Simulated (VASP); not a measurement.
# Sn (Fd-3m) in VASP: further runs

Sn is run at these levels: PBE; tasks: single point.

Program: VASP 6.6.1. These are calculated values, not measurements. Logs are shortened: lines on timing, memory, paths and dates and some standing lists are left out, and cuts for length are marked.

**1. The cell of the first run**

The structure is cubic, space group Fd-3m (No. 227). Conventional cell: a = 5.284 Å, b = 5.284 Å, c = 5.284 Å, α = 90.00°, β = 90.00°, γ = 90.00°. Within 3.0 Å of Sn (site symmetry -43m) lie 4 Sn at 2.29 Å.

**2. Single point, PBE (volume scaled by 0.5)**

The input, INCAR:

```
PREC = Accurate ; ENCUT = 520
EDIFF = 1E-6 ; ISMEAR = -1
SIGMA = 0.08 ; LREAL = F
LASPH = T ; NELM = 80
ALGO = Normal ; ISIF = 2
LWAVE = F ; LCHARG = T
GGA = PE ; LELF = T
LVHAR = T ; NBANDS = 21
```

The input, KPOINTS:

```
regular mesh
0
Gamma
  10 10 10
```

The input, POSCAR:

```
Sn
1.0
    0.0000000000      2.6418366244      2.6418366244
    2.6418366244      0.0000000000      2.6418366244
    2.6418366244      2.6418366244      0.0000000000
Sn
2
Direct
   -0.1250000000     -0.1250000000     -0.1250000000
    0.1250000000      0.1250000000      0.1250000000
```

Potentials or basis: VASP PAW PBE potentials, release 64 (Sn_d).

Launch:

```console
> cat potpaw_PBE.64/Sn_d/POTCAR > POTCAR
> mpirun -np 1 vasp_std > vasp.out
```

OUTCAR:

```text
PREC = Accurate
   ENCUT = 520
   EDIFF = 1E-6
   ISMEAR = -1
   LREAL = F
   LASPH = T
   NELM = 80
   ISIF = 2
   GGA = PE

 ion  position               nearest neighbor table
   1  0.875  0.875  0.875-   2 2.29   2 2.29   2 2.29   2 2.29
   2  0.125  0.125  0.125-   1 2.29   1 2.29   1 2.29   1 2.29

  LATTYP: Found a face centered cubic cell.
 ALAT       =     5.2836732488

  Lattice vectors:

 A1 = (   0.0000000000,   2.6418366244,   2.6418366244)
 A2 = (   2.6418366244,   0.0000000000,   2.6418366244)
 A3 = (   2.6418366244,   2.6418366244,   0.0000000000)

Analysis of symmetry for initial positions (statically):
=====================================================================
 Subroutine PRICEL returns:
 Original cell was already a primitive cell.

 Routine SETGRP: Setting up the symmetry group for a
 face centered cubic supercell.

 Subroutine GETGRP returns: Found 48 space group operations
 (whereof 12 operations were pure point group operations)
 out of a pool of 48 trial point group operations.

The static configuration has the point symmetry D_3d.
 The point group associated with its full space group is O_h .

Analysis of symmetry for dynamics (positions and initial velocities):
=====================================================================
 Subroutine PRICEL returns:
 Original cell was already a primitive cell.

 Routine SETGRP: Setting up the symmetry group for a
 face centered cubic supercell.

 Subroutine GETGRP returns: Found 48 space group operations
 (whereof 12 operations were pure point group operations)
 out of a pool of 48 trial point group operations.

The dynamic configuration has the point symmetry D_3d.
 The point group associated with its full space group is O_h .

 Subroutine INISYM returns: Found 48 space group operations
 (whereof 12 operations are pure point group operations),
 and found     1 'primitive' translations

----------------------------------------------------------------------------------------

                                     Primitive cell

  volume of cell :      36.8763

  direct lattice vectors                    reciprocal lattice vectors
     0.000000000  2.641836624  2.641836624    -0.189262271  0.189262271  0.189262271
     2.641836624  0.000000000  2.641836624     0.189262271 -0.189262271  0.189262271
     2.641836624  2.641836624  0.000000000     0.189262271  0.189262271 -0.189262271

  length of vectors
     3.736121184  3.736121184  3.736121184     0.327811870  0.327811870  0.327811870

  position of ions in fractional coordinates (direct lattice)
     0.875000000  0.875000000  0.875000000
     0.125000000  0.125000000  0.125000000

  ion indices of the primitive-cell ions
   primitive index   ion index
                 1           1
                 2           2

----------------------------------------------------------------------------------------

 KPOINTS: regular mesh

Automatic generation of k-mesh.
 Grid dimensions read from file:
 generate k-points for:   10   10   10

 Generating k-lattice:

  Cartesian coordinates                     Fractional coordinates (reciprocal lattice)
    -0.018926227  0.018926227  0.018926227     0.100000000  0.000000000  0.000000000
     0.018926227 -0.018926227  0.018926227     0.000000000  0.100000000  0.000000000
     0.018926227  0.018926227 -0.018926227     0.000000000  0.000000000  0.100000000

  Length of vectors
     0.032781187  0.032781187  0.032781187

  Shift w.r.t. Gamma in fractional coordinates (k-lattice)
     0.000000000  0.000000000  0.000000000

 Subroutine IBZKPT returns following result:
 ===========================================

 Found     47 irreducible k-points:

 Following reciprocal coordinates:
            Coordinates               Weight
  0.000000  0.000000  0.000000      1.000000
  0.100000  0.000000  0.000000      8.000000
  0.200000  0.000000  0.000000      8.000000
  0.300000  0.000000  0.000000      8.000000
  0.400000  0.000000  0.000000      8.000000
  0.500000  0.000000  0.000000      4.000000
[... 16 lines left out ...]
  0.300000  0.300000  0.000000      6.000000
  0.400000  0.300000  0.000000     24.000000
 [... further k-points ...]
   k-points           NKPTS =     47   k-points in BZ     NKDIM =     47   number of bands    NBANDS=     21
   number of dos      NEDOS =    301   number of ions     NIONS =      2
   total plane-waves  NPLWV =  21952
   dimension x,y,z NGX =    28 NGY =   28 NGZ =   28
   dimension x,y,z NGXF=    56 NGYF=   56 NGZF=   56
   ions per type =               2
   NGX,Y,Z   is equivalent  to a cutoff of  12.46, 12.46, 12.46 a.u.
   NGXF,Y,Z  is equivalent  to a cutoff of  24.92, 24.92, 24.92 a.u.
 SYSTEM =  unknown system
   PREC   = accura    normal or accurate (medium, high low for compatibility)
   ISTART =      0    job   : 0-new  1-cont  2-samecut
   ICHARG =      2    charge: 1-file 2-atom 10-const
   ISPIN  =      1    spin polarized calculation?
   LNONCOLLINEAR =      F non collinear calculations
   LSORBIT =      F    spin-orbit coupling
   LASPH  =      T    aspherical Exc in radial PAW
   ENCUT  =  520.0 eV  38.22 Ry    6.18 a.u.   6.95  6.95  6.95*2*pi/ulx,y,z
   NELM   =     80;   NELMIN=  2; NELMDL= -5     # of ELM steps
   EDIFF  = 0.1E-05   stopping-criterion for ELM
   LREAL  =      F    real-space projection
   EDIFFG = 0.1E-04   stopping-criterion for IOM
   NSW    =      0    number of steps for IOM
   IBRION =     -1    ionic relax: 0-MD 1-quasi-New 2-CG
   NFREE  =      0    steps in history (QN), initial steepest desc. (CG)
   ISIF   =      2    stress and relaxation
   ISYM   =      2    0-nonsym 1-usesym 2-fastsym
   POTIM  = 0.5000    time-step for ionic-motion
   TEBEG  =    0.0;   TEEND  =   0.0 temperature during run
   PSTRESS=    0.0 pullay stress
   NELECT =      28.0000    total number of electrons
   NUPDOWN=      -1.0000    fix difference up-down
   EMIN   =  10.00;   EMAX   =-10.00  energy-range for DOS
   EFERMI =   0.00;   METHOD = LEGACY
   ISMEAR =    -1;   SIGMA  =   0.08  broadening in eV -4-tet -1-fermi 0-gaus
   EFERMI_NEDOS =   21; number of points for ismear=-14 and -15
   IALGO  =     38    algorithm
   IMIX   =      4    mixing-type and parameters
     AMIX     =   0.40;   BMIX     =  1.00
     AMIX_MAG =   1.60;   BMIX_MAG =  1.00
  volume/ion in A,a.u.               =      18.44       124.43
  Fermi-wavevector in a.u.,A,eV,Ry     =   1.493522  2.822347 30.349254  2.230607
  Thomas-Fermi vector in A             =   2.605912
   LORBIT       =      0    0 simple, 1 ext, 2 COOP (PROOUT), +10 PAW based schemes
   GGA     = PE    functional components
   LHFCALC =     F    Hartree Fock is set to
   AEXX    =    0.0000 exact exchange contribution
   IVDW    =     0    specifies the selected vdW correction
   LEPSILON=     F    determine dielectric tensor
   LRPA    =     F    only Hartree local field effects (RPA)
 non-spin polarized calculation
  energy-cutoff  :      520.00
  volume of cell :       36.88
 maximum number of plane-waves:      1006
   NGX = 13   NGY = 13   NGZ = 13

 number of electron      28.0000004 magnetization

 Free energy of the ion-electron system (eV)
  ---------------------------------------------------
  ext. energy  EPLUGINS =         0.00000000
  ---------------------------------------------------
  free energy    TOTEN  =        -0.00297323 eV

  energy without entropy =        0.00387794  energy(sigma->0) =        0.00045236

 E-fermi :  14.6703     XC(G=0): -11.9534

 val. band max:       14.6674574650   @ k =   0.3000   0.3000   0.0000
 cond. band min:      14.6725748265   @ k =   0.5000   0.4000   0.0000
 fundamental gap:      0.0051173614
 Fermi energy:        14.6702895061

 k-point     1 :       0.0000    0.0000    0.0000
  band No.  band energies     occupation
      1      -9.7568      2.00000
      2      -9.7568      2.00000
      3      -9.7568      2.00000
      4      -9.5842      2.00000
      5      -9.5842      2.00000
      6      -8.2288      2.00000
[... 13 lines left out ...]
     20      22.6824      0.00000
     21      22.6824      0.00000

 k-point     2 :       0.1000    0.0000    0.0000
  band No.  band energies     occupation
      1      -9.8019      2.00000
      2      -9.8019      2.00000
      3      -9.7504      2.00000
      4      -9.5221      2.00000
      5      -9.5221      2.00000
      6      -8.2545      2.00000
[... 13 lines left out ...]
     20      22.1223      0.00000
     21      22.1223      0.00000

 k-point     3 :       0.2000    0.0000    0.0000
  band No.  band energies     occupation
      1      -9.8594      2.00000
      2      -9.8594      2.00000
      3      -9.7339      2.00000
      4      -9.4247      2.00000
      5      -9.4247      2.00000
      6      -8.3013      2.00000
[... 13 lines left out ...]
     20      21.7965      0.00000
     21      21.7965      0.00000

 k-point     4 :       0.3000    0.0000    0.0000
  band No.  band energies     occupation
      1      -9.8904      2.00000
      2      -9.8904      2.00000
      3      -9.7143      2.00000
      4      -9.3562      2.00000
      5      -9.3562      2.00000
      6      -8.3571      2.00000
[... 13 lines left out ...]
     20      22.6145      0.00000
     21      23.2953      0.00000

 k-point     5 :       0.4000    0.0000    0.0000
  band No.  band energies     occupation
      1      -9.8987      2.00000
      2      -9.8987      2.00000
      3      -9.6989      2.00000
      4      -9.3293      2.00000
      5      -9.3293      2.00000
      6      -8.4063      2.00000
[... 13 lines left out ...]
     20      24.0802      0.00000
     21      25.3302      0.00000
[... 382 lines left out ...]
     20      23.9815      0.00000
     21      25.4605      0.00000

 k-point    22 :      -0.2000    0.2000    0.0000
  band No.  band energies     occupation
      1      -9.9589      2.00000
      2      -9.9339      2.00000
      3      -9.6194      2.00000
      4      -9.3759      2.00000
      5      -9.1871      2.00000
      6      -8.5286      2.00000
[... 13 lines left out ...]
     20      23.9625      0.00000
     21      26.3203      0.00000

 k-point    23 :       0.3000    0.3000    0.0000
  band No.  band energies     occupation
      1      -9.8848      2.00000
      2      -9.8848      2.00000
      3      -9.8511      2.00000
      4      -9.2473      2.00000
      5      -8.9874      2.00000
      6      -8.9652      2.00000
[... 13 lines left out ...]
     20      26.0468      0.00000
     21      26.0521      0.00000

 k-point    24 :       0.4000    0.3000    0.0000
  band No.  band energies     occupation
      1      -9.9664      2.00000
      2      -9.9115      2.00000
      3      -9.7408      2.00000
      4      -9.1423      2.00000
      5      -9.1042      2.00000
      6      -8.8525      2.00000
[... 13 lines left out ...]
     20      26.4787      0.00000
     21      27.7522      0.00000

 [... further k-points ...]

------------------------ aborting loop because EDIFF is reached ----------------------------------------

  FORCE on cell =-STRESS in cart. coord.  units (eV):
  Direction    XX          YY          ZZ          XY          YZ          ZX
  --------------------------------------------------------------------------------------
  -------------------------------------------------------------------------------------
  Total       29.4601450     29.4601450     29.4601450     -0.0000000     -0.0000000     -0.0000000
  in kB     1279.9635331   1279.9635331   1279.9635331     -0.0000000     -0.0000000     -0.0000000
  external PRESSURE =    1279.9635331 kB  Pullay stress =       0.0000000 kB

 VOLUME and BASIS-vectors are now :
 -----------------------------------------------------------------------------
  energy-cutoff  :      520.00
  volume of cell :       36.88
      direct lattice vectors                 reciprocal lattice vectors
     0.000000000  2.641836624  2.641836624    -0.189262271  0.189262271  0.189262271
     2.641836624  0.000000000  2.641836624     0.189262271 -0.189262271  0.189262271
     2.641836624  2.641836624  0.000000000     0.189262271  0.189262271 -0.189262271

 POSITION                                       TOTAL-FORCE (eV/Angst)
 -----------------------------------------------------------------------------------
      4.62321      4.62321      4.62321        -0.000000      0.000000     -0.000000
      0.66046      0.66046      0.66046         0.000000     -0.000000      0.000000
 -----------------------------------------------------------------------------------
    total drift:                                0.000000     -0.000000     -0.000000

  FREE ENERGIE OF THE ION-ELECTRON SYSTEM (eV)
  ---------------------------------------------------
  free  energy   TOTEN  =        -0.0029732251 eV

  energy  without entropy=        0.0038779419  energy(sigma->0) =        0.00045236
```

It took 61 s on 1 thread of AMD EPYC 7R13, shared host; peak memory 0.14 GiB.

What came out:

* Free energy: -0.0030 eV
* Pressure: 128.0 GPa
* Band gap on the k mesh: zero (band 14 reaches 15.38 eV, above the bottom of band 15 at 14.42 eV)

Levels at points of the mesh, in eV from the Fermi level:
| k point | band 10 | band 11 | band 12 | band 13 | band 14 | band 15 | band 16 | band 17 | band 18 | band 19 |
| --- | --- | --- | --- | --- | --- | --- | --- | --- | --- | --- |
| (0.00, 0.00, 0.00) | -22.62 | -16.25 | 0.71 | 0.71 | 0.71 | 2.26 | 2.26 | 2.26 | 4.29 | 5.12 |
| (0.50, 0.00, 0.00) | -22.55 | -12.65 | -10.18 | -2.03 | -2.03 | 2.24 | 3.40 | 3.40 | 4.29 | 10.38 |
| (0.50, 0.50, 0.00) | -22.45 | -10.43 | -10.43 | -5.03 | -5.03 | -0.11 | -0.11 | 12.28 | 12.28 | 12.93 |

Caveat: spin-orbit coupling is left out, which moves the levels of the heavy elements.

**3. Single point, PBE (volume scaled by 0.58)**

The input, INCAR:

```
PREC     = Accurate       # precision mode
ENCUT    = 520            # plane-wave cutoff, eV
EDIFF    = 1E-6           # SCF threshold, eV
ISMEAR   = -1             # smearing method
SIGMA    = 0.08           # smearing width, eV
LREAL    = False          # projectors in reciprocal space
LASPH    = True           # aspherical terms in the spheres
NELM     = 80             # most SCF steps
ALGO     = Normal         # electronic algorithm
ISIF     = 2              # what is computed and relaxed
LWAVE    = False          # write WAVECAR
LCHARG   = True           # write CHGCAR
GGA      = PE             # functional
LELF     = True           # ELF
LVHAR    = True         
NBANDS   = 21             # bands
```

The input, KPOINTS:

```
Automatic mesh
0
Gamma
  10 10 10
```

The input, POSCAR:

```
Sn
1.0
    0.0000000000      2.7758241703      2.7758241703
    2.7758241703      0.0000000000      2.7758241703
    2.7758241703      2.7758241703      0.0000000000
Sn
2
Direct
   -0.1250000000     -0.1250000000     -0.1250000000
    0.1250000000      0.1250000000      0.1250000000
```

Potentials or basis: VASP PAW PBE potentials, release 64 (Sn_d).

Launch:

```console
> cat potpaw_PBE.64/Sn_d/POTCAR > POTCAR
> mpirun -np 1 vasp_std > vasp.out
```

It took 66 s on 1 thread of AMD EPYC 7R13, shared host; peak memory 0.15 GiB.

The run converged. Its results:

| Item | Value |
| --- | --- |
| Free energy | -3.5727 eV |
| Pressure | 71.6 GPa |
| Band gap on the k mesh | zero (band 14 reaches 12.38 eV, above the bottom of band 15 at 11.94 eV) |

Levels at points of the mesh, in eV from the Fermi level:
| k point | band 10 | band 11 | band 12 | band 13 | band 14 | band 15 | band 16 | band 17 | band 18 | band 19 |
| --- | --- | --- | --- | --- | --- | --- | --- | --- | --- | --- |
| (0.00, 0.00, 0.00) | -22.20 | -14.66 | 0.34 | 0.34 | 0.34 | 2.15 | 2.15 | 2.15 | 3.07 | 5.10 |
| (0.50, 0.00, 0.00) | -22.13 | -11.70 | -9.02 | -1.90 | -1.90 | 1.42 | 3.30 | 3.30 | 4.74 | 10.02 |
| (0.50, 0.50, 0.00) | -22.06 | -9.64 | -9.64 | -4.37 | -4.37 | 0.07 | 0.07 | 11.03 | 11.03 | 12.33 |

Caveat: spin-orbit coupling is left out, which moves the levels of the heavy elements.
